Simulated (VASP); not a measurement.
# CeO2 in VASP: a series of runs

CeO2 is run at these levels: PBE; tasks: single point.

Program: VASP 6.6.1. These are calculated values, not measurements. Logs are shortened: lines on timing, memory, paths and dates and some standing lists are left out, and cuts for length are marked.

## Step 1: The cell of the first run

It takes space group I4/mmm (No. 139, tetragonal). Conventional cell: a = 3.864 Å, b = 3.864 Å, c = 5.574 Å, α = 90.00°, β = 90.00°, γ = 90.00°. Ce (site symmetry 4/mmm) has 8 O at 2.38 Å within 3.1 Å. Within 3.1 Å of O (site symmetry -4m2) lie 4 Ce at 2.38 Å and 6 O at 2.73 to 2.79 Å.

## Step 2: Single point, PBE

File INCAR:

```
SYSTEM = CeO2
ALGO = Normal
EDIFF = 1E-7
ENCUT = 520
GGA = PE
ISIF = 2
ISMEAR = 0
LASPH = .TRUE.
LCHARG = .TRUE.
LELF = .TRUE.
LREAL = .FALSE.
LVHAR = .TRUE.
LWAVE = .FALSE.
NBANDS = 19
NELM = 80
PREC = Accurate
SIGMA = 0.05
```

File KPOINTS:

```
k-points
0
G
  12 12 12
  0 0 0
```

File POSCAR:

```
CeO2
1.0
    0.0000000000      2.7867712640      2.7321286902
    2.7321286902      0.0000000000      2.7321286902
    2.7321286902      2.7867712640      0.0000000000
Ce O
1 2
Direct
    0.0000000000      0.0000000000      0.0000000000
    0.2500000000      0.2500000000      0.2500000000
    0.7500000000      0.7500000000      0.7500000000
```

Potentials or basis: VASP PAW PBE potentials, release 64 (Ce, O).

The run is started by

```console
$ cat potpaw_PBE.64/Ce/POTCAR potpaw_PBE.64/O/POTCAR > POTCAR
$ mpirun -np 1 vasp_std > vasp.out
```

OUTCAR:

```text
SYSTEM = CeO2
   EDIFF = 1E-7
   ENCUT = 520
   GGA = PE
   ISIF = 2
   ISMEAR = 0
   LASPH = .TRUE.
   LREAL = .FALSE.
   NELM = 80
   PREC = Accurate

 ion  position               nearest neighbor table
   1  0.000  0.000  0.000-   3 2.38   3 2.38   2 2.38   3 2.38   2 2.38   2 2.38   2 2.38   3 2.38

   2  0.250  0.250  0.250-   1 2.38   1 2.38   1 2.38   1 2.38
   3  0.750  0.750  0.750-   1 2.38   1 2.38   1 2.38   1 2.38

  LATTYP: Found a body centered tetragonal cell.
 ALAT       =     3.8638134478
 C/A-ratio  =     1.4424978336

  Lattice vectors:

 A1 = (   0.0000000000,  -2.7867712640,   2.7321286902)
 A2 = (   0.0000000000,  -2.7867712640,  -2.7321286902)
 A3 = (   2.7321286902,   2.7867712640,   0.0000000000)

Analysis of symmetry for initial positions (statically):
=====================================================================
 Subroutine PRICEL returns:
 Original cell was already a primitive cell.

 Routine SETGRP: Setting up the symmetry group for a
 body centered tetragonal supercell.

 Subroutine GETGRP returns: Found 16 space group operations
 (whereof 16 operations were pure point group operations)
 out of a pool of 16 trial point group operations.

The static configuration has the point symmetry D_4h.

Analysis of symmetry for dynamics (positions and initial velocities):
=====================================================================
 Subroutine PRICEL returns:
 Original cell was already a primitive cell.

 Routine SETGRP: Setting up the symmetry group for a
 body centered tetragonal supercell.

 Subroutine GETGRP returns: Found 16 space group operations
 (whereof 16 operations were pure point group operations)
 out of a pool of 16 trial point group operations.

The dynamic configuration has the point symmetry D_4h.

 Subroutine INISYM returns: Found 16 space group operations
 (whereof 16 operations are pure point group operations),
 and found     1 'primitive' translations

----------------------------------------------------------------------------------------

                                     Primitive cell

  volume of cell :      41.6039

  direct lattice vectors                    reciprocal lattice vectors
     0.000000000  2.786771264  2.732128690    -0.183007485  0.179419103  0.183007485
     2.732128690  0.000000000  2.732128690     0.183007485 -0.179419103  0.183007485
     2.732128690  2.786771264  0.000000000     0.183007485  0.179419103 -0.183007485

  length of vectors
     3.902642856  3.863813448  3.902642856     0.314920138  0.314920138  0.314920138

  position of ions in fractional coordinates (direct lattice)
     0.000000000  0.000000000  0.000000000
     0.250000000  0.250000000  0.250000000
     0.750000000  0.750000000  0.750000000

  ion indices of the primitive-cell ions
   primitive index   ion index
                 1           1
                 2           2
                 3           3

----------------------------------------------------------------------------------------

 KPOINTS: k-points

Automatic generation of k-mesh.
 Grid dimensions read from file:
 generate k-points for:   12   12   12

 Generating k-lattice:

  Cartesian coordinates                     Fractional coordinates (reciprocal lattice)
    -0.015250624  0.014951592  0.015250624     0.083333333  0.000000000  0.000000000
     0.015250624 -0.014951592  0.015250624     0.000000000  0.083333333  0.000000000
     0.015250624  0.014951592 -0.015250624     0.000000000  0.000000000  0.083333333

  Length of vectors
     0.026243345  0.026243345  0.026243345

  Shift w.r.t. Gamma in fractional coordinates (k-lattice)
     0.000000000  0.000000000  0.000000000

 Subroutine IBZKPT returns following result:
 ===========================================

 Found    163 irreducible k-points:

 Following reciprocal coordinates:
            Coordinates               Weight
  0.000000  0.000000  0.000000      1.000000
  0.083333  0.000000  0.000000      8.000000
  0.166667  0.000000  0.000000      8.000000
  0.250000  0.000000  0.000000      8.000000
  0.333333  0.000000  0.000000      8.000000
  0.416667  0.000000 -0.000000      8.000000
[... 16 lines left out ...]
  0.500000  0.166667 -0.000000     16.000000
 -0.416667  0.166667  0.000000     16.000000
 [... further k-points ...]
   k-points           NKPTS =    163   k-points in BZ     NKDIM =    163   number of bands    NBANDS=     19
   number of dos      NEDOS =    301   number of ions     NIONS =      3
   total plane-waves  NPLWV =  27000
   dimension x,y,z NGX =    30 NGY =   30 NGZ =   30
   dimension x,y,z NGXF=    60 NGYF=   60 NGZF=   60
   ions per type =               1   2
   NGX,Y,Z   is equivalent  to a cutoff of  12.78, 12.91, 12.78 a.u.
   NGXF,Y,Z  is equivalent  to a cutoff of  25.56, 25.82, 25.56 a.u.
 SYSTEM =  CeO2
   PREC   = accura    normal or accurate (medium, high low for compatibility)
   ISTART =      0    job   : 0-new  1-cont  2-samecut
   ICHARG =      2    charge: 1-file 2-atom 10-const
   ISPIN  =      1    spin polarized calculation?
   LNONCOLLINEAR =      F non collinear calculations
   LSORBIT =      F    spin-orbit coupling
   LASPH  =      T    aspherical Exc in radial PAW
   ENCUT  =  520.0 eV  38.22 Ry    6.18 a.u.   7.26  7.18  7.26*2*pi/ulx,y,z
   NELM   =     80;   NELMIN=  2; NELMDL= -5     # of ELM steps
   EDIFF  = 0.1E-06   stopping-criterion for ELM
   LREAL  =      F    real-space projection
   EDIFFG = 0.1E-05   stopping-criterion for IOM
   NSW    =      0    number of steps for IOM
   IBRION =     -1    ionic relax: 0-MD 1-quasi-New 2-CG
   NFREE  =      0    steps in history (QN), initial steepest desc. (CG)
   ISIF   =      2    stress and relaxation
   ISYM   =      2    0-nonsym 1-usesym 2-fastsym
   POTIM  = 0.5000    time-step for ionic-motion
   TEBEG  =    0.0;   TEEND  =   0.0 temperature during run
   PSTRESS=    0.0 pullay stress
   NELECT =      24.0000    total number of electrons
   NUPDOWN=      -1.0000    fix difference up-down
   EMIN   =  10.00;   EMAX   =-10.00  energy-range for DOS
   EFERMI =   0.00;   METHOD = LEGACY
   ISMEAR =     0;   SIGMA  =   0.05  broadening in eV -4-tet -1-fermi 0-gaus
   EFERMI_NEDOS =   21; number of points for ismear=-14 and -15
   IALGO  =     38    algorithm
   IMIX   =      4    mixing-type and parameters
     AMIX     =   0.40;   BMIX     =  1.00
     AMIX_MAG =   1.60;   BMIX_MAG =  1.00
  volume/ion in A,a.u.               =      13.87        93.59
  Fermi-wavevector in a.u.,A,eV,Ry     =   1.362806  2.575330 25.269287  1.857240
  Thomas-Fermi vector in A             =   2.489264
   LORBIT       =      0    0 simple, 1 ext, 2 COOP (PROOUT), +10 PAW based schemes
   GGA     = PE    functional components
   LHFCALC =     F    Hartree Fock is set to
   AEXX    =    0.0000 exact exchange contribution
   IVDW    =     0    specifies the selected vdW correction
   LEPSILON=     F    determine dielectric tensor
   LRPA    =     F    only Hartree local field effects (RPA)
 non-spin polarized calculation
 Gauss-broadening in eV      SIGMA  =   0.05
  energy-cutoff  :      520.00
  volume of cell :       41.60
 maximum number of plane-waves:      1136
 NGX is ok and might be reduce to    30
   NGX = 15   NGY = 15   NGZ = 15

 number of electron      23.9999994 magnetization

 Free energy of the ion-electron system (eV)
  ---------------------------------------------------
  ext. energy  EPLUGINS =         0.00000000
  ---------------------------------------------------
  free energy    TOTEN  =       -26.21486295 eV

  energy without entropy =      -26.21486295  energy(sigma->0) =      -26.21486295

 E-fermi :   5.0783     XC(G=0): -11.0613

 val. band max:        4.8582129679   @ k =  -0.2500   0.2500   0.0000
 cond. band min:       6.6502160007   @ k =   0.5000   0.0000   0.0000
 fundamental gap:      1.7920030329
 Fermi energy:         5.0783476602

 k-point     1 :       0.0000    0.0000    0.0000
  band No.  band energies     occupation
      1     -27.6717      2.00000
      2     -11.3771      2.00000
      3     -10.4285      2.00000
      4      -9.8770      2.00000
      5      -9.8648      2.00000
      6      -9.8648      2.00000
[... 11 lines left out ...]
     18       7.5563      0.00000
     19       7.5563      0.00000

 k-point     2 :       0.0833    0.0000    0.0000
  band No.  band energies     occupation
      1     -27.6610      2.00000
      2     -11.6369      2.00000
      3     -10.4776      2.00000
      4      -9.8880      2.00000
      5      -9.8781      2.00000
      6      -9.5977      2.00000
[... 11 lines left out ...]
     18       7.5083      0.00000
     19       7.5155      0.00000

 k-point     3 :       0.1667    0.0000    0.0000
  band No.  band energies     occupation
      1     -27.6312      2.00000
      2     -12.1257      2.00000
      3     -10.6291      2.00000
      4      -9.9287      2.00000
      5      -9.9140      2.00000
      6      -9.0508      2.00000
[... 11 lines left out ...]
     18       7.4220      0.00000
     19       7.4342      0.00000

 k-point     4 :       0.2500    0.0000    0.0000
  band No.  band energies     occupation
      1     -27.5897      2.00000
      2     -12.6049      2.00000
      3     -10.8272      2.00000
      4      -9.9832      2.00000
      5      -9.9621      2.00000
      6      -8.4807      2.00000
[... 11 lines left out ...]
     18       7.3651      0.00000
     19       7.3806      0.00000

 k-point     5 :       0.3333    0.0000    0.0000
  band No.  band energies     occupation
      1     -27.5479      2.00000
      2     -12.9908      2.00000
      3     -11.0115      2.00000
      4     -10.0365      2.00000
      5     -10.0092      2.00000
      6      -7.9971      2.00000
[... 11 lines left out ...]
     18       7.3630      0.00000
     19       7.3783      0.00000
[... 334 lines left out ...]
      2     -12.8879      2.00000
      3     -11.2943      2.00000
      4     -10.1236      2.00000
      5      -9.6347      2.00000
      6      -8.1444      2.00000
[... 11 lines left out ...]
     18       7.3282      0.00000
     19       7.3422      0.00000

 k-point    22 :       0.4167    0.1667   -0.0000
  band No.  band energies     occupation
      1     -27.5124      2.00000
      2     -13.0955      2.00000
      3     -11.6558      2.00000
      4     -10.1563      2.00000
      5      -9.4189      2.00000
      6      -7.9034      2.00000
[... 11 lines left out ...]
     18       7.3146      0.00000
     19       7.4405      0.00000

 k-point    23 :       0.5000    0.1667   -0.0000
  band No.  band energies     occupation
      1     -27.4908      2.00000
      2     -13.1946      2.00000
      3     -11.9048      2.00000
      4     -10.1597      2.00000
      5      -9.2725      2.00000
      6      -7.7796      2.00000
[... 11 lines left out ...]
     18       7.2982      0.00000
     19       7.5243      0.00000

 k-point    24 :      -0.4167    0.1667    0.0000
  band No.  band energies     occupation
      1     -27.4883      2.00000
      2     -13.1805      2.00000
      3     -12.0052      2.00000
      4     -10.1328      2.00000
      5      -9.1901      2.00000
      6      -7.8081      2.00000
[... 11 lines left out ...]
     18       7.2649      0.00000
     19       7.5383      0.00000

 [... further k-points ...]
[... 5 lines left out ...]
  --------------------------------------------------------------------------------------
  -------------------------------------------------------------------------------------
  Total       -0.4731857     -1.6672933     -0.4731857     -0.0000000     -0.0000000      0.0000000
  in kB      -18.2225271    -64.2079721    -18.2225271     -0.0000000     -0.0000000      0.0000000
  external PRESSURE =     -33.5510088 kB  Pullay stress =       0.0000000 kB

 VOLUME and BASIS-vectors are now :
 -----------------------------------------------------------------------------
  energy-cutoff  :      520.00
  volume of cell :       41.60
      direct lattice vectors                 reciprocal lattice vectors
     0.000000000  2.786771264  2.732128690    -0.183007485  0.179419103  0.183007485
     2.732128690  0.000000000  2.732128690     0.183007485 -0.179419103  0.183007485
     2.732128690  2.786771264  0.000000000     0.183007485  0.179419103 -0.183007485

 POSITION                                       TOTAL-FORCE (eV/Angst)
 -----------------------------------------------------------------------------------
      0.00000      0.00000      0.00000         0.000000      0.000000      0.000000
      1.36606      1.39339      1.36606         0.000000      0.000000     -0.000000
      4.09819      4.18016      4.09819        -0.000000     -0.000000      0.000000
 -----------------------------------------------------------------------------------
    total drift:                                0.000000     -0.000000      0.000000

  FREE ENERGIE OF THE ION-ELECTRON SYSTEM (eV)
  ---------------------------------------------------
  free  energy   TOTEN  =       -26.2148629498 eV

  energy  without entropy=      -26.2148629498  energy(sigma->0) =      -26.21486295
```

It took 3.4 min on 1 thread of Intel Xeon Platinum 8259CL at 2.50GHz (Skylake/Cascade Lake), shared host; peak memory 0.29 GiB.

Results:

| Quantity | Value |
| --- | --- |
| Free energy | -26.2149 eV |
| Pressure | -3.4 GPa |
| Band gap on the k mesh | 1.79 eV (least direct gap 1.89 eV) |

Stress tensor (GPa, compression positive):
```
-1.82  0.00  0.00
 0.00 -6.42  0.00
 0.00  0.00 -1.82
```

Levels at points of the mesh, in eV from the valence-band top:
```csv
k point,band 9,band 10,band 11,band 12,band 13,band 14,band 15,band 16
"(0.00, 0.00, 0.00)",-3.59,-0.65,-0.51,-0.51,2.08,2.08,2.08,2.29
"(0.50, 0.00, 0.00)",-1.25,-1.17,-0.80,-0.75,1.79,1.95,1.96,2.09
"(0.50, 0.50, 0.00)",-1.14,-0.86,-0.60,-0.50,1.82,1.91,1.91,2.05
"(0.50, 0.00, 0.50)",-1.26,-0.67,-0.66,-0.66,1.84,1.91,1.91,2.05
```

Caveat: the cell stands under tension; spin-orbit coupling is left out, which moves the levels of the heavy elements; semilocal functionals describe open f shells poorly, which spoils levels, moments and volumes. Spin polarisation is off, so any magnetic state and its effect on volume and gap are missing.

## Step 3: Single point, PBE (atom 3 (O) moved 0.08 Å along y)

File INCAR:

```
ALGO = Normal ; EDIFF = 1E-6
ENCUT = 520 ; GGA = PE
ISIF = 2 ; ISMEAR = 0
LASPH = True ; LCHARG = True
LELF = True ; LREAL = False
LVHAR = True ; LWAVE = False
NBANDS = 19 ; NELM = 60
PREC = Accurate ; SIGMA = 0.05
```

File KPOINTS:

```
k-points
0
Gamma
  12 12 12
```

File POSCAR:

```
CeO2
1.0
    0.0000000000      2.7321286902      2.7321286902
    2.7321286902      0.0000000000      2.7321286902
    2.7321286902      2.7321286902      0.0000000000
Ce O
1 2
Direct
    0.0000000000      0.0000000000      0.0000000000
    0.2500000000      0.2500000000      0.2500000000
    0.7646405988      0.7353594012      0.7646405988
```

Potentials or basis: VASP PAW PBE potentials, release 64 (Ce, O).

The run is started by

```console
$ cat potpaw_PBE.64/Ce/POTCAR potpaw_PBE.64/O/POTCAR > POTCAR
$ mpirun -np 1 vasp_std > vasp.out
```

Wall time 5.7 min (1 thread of Intel Xeon Platinum 8259CL at 2.50GHz (Skylake/Cascade Lake), shared host); peak memory 0.37 GiB.

Results (log left out):

| Property | Result |
| --- | --- |
| Free energy | -26.2086 eV |
| Pressure | 0.3 GPa |
| Largest force | 0.539 eV/Å |
| Band gap on the k mesh | 1.84 eV (least direct gap 1.93 eV) |

Forces in eV/Å, atoms in the order of the input:
```
Ce   0.000  0.253  0.000
O    0.000  0.286  0.000
O    0.000 -0.539  0.000
```

Stress tensor (GPa, compression positive):
```
0.18 0.00 0.34
0.00 0.47 0.00
0.34 0.00 0.18
```

Levels at points of the mesh, in eV from the valence-band top:
```
           k point  band 8  band 9  band 10  band 11  band 12  band 13  band 14  band 15  band 16  band 17
(0.00, 0.00, 0.00)   -3.75   -3.66    -0.68    -0.60    -0.53     2.12     2.14     2.16     2.37     2.76
(0.50, 0.00, 0.00)   -2.92   -1.31    -1.18    -0.75    -0.71     1.84     1.99     2.00     2.16     2.61
(0.00, 0.50, 0.00)   -2.74   -1.27    -1.24    -0.89    -0.86     1.84     2.02     2.02     2.14     2.61
(0.50, 0.50, 0.00)   -1.24   -1.22    -0.85    -0.75    -0.55     1.88     1.96     1.97     2.12     2.44
(0.50, 0.00, 0.50)   -1.31   -1.13    -0.90    -0.65    -0.60     1.88     1.96     1.98     2.11     2.42
```

Caveat: the cell differs from its parent crystal (atom 3 (O) moved 0.08 Å along y); spin-orbit coupling is left out, which moves the levels of the heavy elements; semilocal functionals describe open f shells poorly, which spoils levels, moments and volumes.

## Step 4: Single point, PBE (atom 2 (O) moved 0.05 Å along z)

File INCAR:

```
SYSTEM = CeO2
PREC = Accurate ; ENCUT = 520
EDIFF = 1E-7 ; ISMEAR = 0
SIGMA = 0.05 ; LREAL = .FALSE.
LASPH = .TRUE. ; NELM = 60
ALGO = Normal ; ISIF = 2
LWAVE = .FALSE. ; LCHARG = .FALSE.
GGA = PE ; NBANDS = 19
```

File KPOINTS:

```
Automatic mesh
0
G
  12 12 12
  0 0 0
```

File POSCAR:

```
CeO2
1.0
    0.0000000000      2.7321286902      2.7321286902
    2.7321286902      0.0000000000      2.7321286902
    2.7321286902      2.7321286902      0.0000000000
Ce O
1 2
Direct
    0.0000000000      0.0000000000      0.0000000000
    0.2591503742      0.2591503742      0.2408496258
    0.7500000000      0.7500000000      0.7500000000
```

The run is started by

```console
$ cat potpaw_PBE.64/Ce/POTCAR potpaw_PBE.64/O/POTCAR > POTCAR
$ mpirun -np 1 vasp_std > vasp.out
```

It took 6.1 min on 1 thread of Intel Xeon Platinum 8259CL at 2.50GHz (Skylake/Cascade Lake), shared host; peak memory 0.37 GiB.

Results (log left out):

- Free energy: -26.2217 eV
- Pressure: 0.0 GPa
- Largest force: 0.335 eV/Å
- Band gap on the k mesh: 1.85 eV (least direct gap 1.94 eV)

Forces in eV/Å, atoms in the order of the input:
```
Ce   0.000  0.000  0.157
O    0.000  0.000 -0.335
O    0.000  0.000  0.178
```

Stress tensor (GPa, compression positive):
```
 0.00 -0.20  0.00
-0.20  0.00  0.00
 0.00  0.00  0.12
```

Levels at points of the mesh, in eV from the valence-band top:
```csv
k point,band 9,band 10,band 11,band 12,band 13,band 14,band 15,band 16
"(0.00, 0.00, 0.00)",-3.68,-0.64,-0.59,-0.55,2.14,2.15,2.16,2.38
"(0.50, 0.00, 0.00)",-1.26,-1.22,-0.85,-0.83,1.85,2.02,2.03,2.15
"(0.00, 0.00, 0.50)",-1.28,-1.18,-0.76,-0.74,1.85,2.01,2.01,2.17
"(0.50, 0.50, 0.00)",-1.15,-0.84,-0.68,-0.59,1.89,1.97,1.98,2.13
"(0.00, 0.50, 0.50)",-1.21,-0.79,-0.75,-0.57,1.89,1.97,1.98,2.13
```

Caveat: the cell differs from its parent crystal (atom 2 (O) moved 0.05 Å along z); spin-orbit coupling is left out, which moves the levels of the heavy elements; semilocal functionals describe open f shells poorly, which spoils levels, moments and volumes. A k mesh can miss the band edges.

## Step 5: Overview

| cell | gap on the mesh (eV) | pressure (GPa) | largest force (eV/Å) |
| --- | --- | --- | --- |
| a = 3.903, b = 3.864 Å, angles 60.3, 59.3, 60.3°, 3 atoms, atomic positions A | 1.79 | -3.4 | - |
| a = 3.864 Å, angles 60.0°, 3 atoms, atomic positions B | 1.84 | 0.3 | 0.54 |
| a = 3.864 Å, angles 60.0°, 3 atoms, atomic positions C | 1.85 | 0.0 | 0.34 |

Alike in all rows: task single point; level PBE; potentials or basis VASP PAW PBE potentials, release 64 (Ce, O); no spin polarisation; k mesh 12 × 12 × 12; cutoff (eV) 520; smearing gaussian 0.05 eV.

Caveats: spin-orbit coupling is left out, which moves the levels of the heavy elements; semilocal functionals describe open f shells poorly, which spoils levels, moments and volumes; the cell stands under tension (at least some runs).

Absolute energies hang on the potentials; compare differences alone.
